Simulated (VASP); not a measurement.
Crystal: MoS2.

```
Mo S
1.0
     3.29076    0.00000    0.00000
    -1.64538    2.84989    0.00000
     0.00000    0.00000    6.43628
Mo S
1 2
Direct
  0.00000 0.00000 0.50000
  0.66667 0.33333 0.74468
  0.33333 0.66667 0.25532
```

This cell differs from its parent crystal: volume scaled by 1.06.

Program: VASP 6.6.1. Alike in all runs: task single point; no spin polarisation; cell as given; k mesh 9 × 9 × 4; cutoff (eV) 520; smearing fermi-dirac 0.05 eV.

Question: Order these runs on this cell by their pressure, lowest first.
A. level BLYP+D4; potentials or basis VASP PAW PBE potentials, release 64 (Mo_sv, S)
B. level RPBE+D3(BJ); potentials or basis VASP PAW PBE potentials, release 64 (Mo_sv, S)
C. level PBEsol; potentials or basis VASP PAW PBE potentials, release 64 (Mo_sv, S)
D. level LDA; potentials or basis VASP PAW LDA potentials, release 64 (Mo_sv, S)
E. level r2SCAN+rVV10; potentials or basis VASP PAW PBE potentials, release 64 (Mo_sv, S)

Answer: B (-19.1 GPa), D (-12.1 GPa), C (-9.9 GPa), E (-7.9 GPa), A (-5.5 GPa).

Caveats: the PAW data sets were made with another functional, which shifts forces and pressure a little (some runs); this functional lacks dispersion, which binds the layers, so the pressure and a relaxed spacing across them are unreliable (some runs).
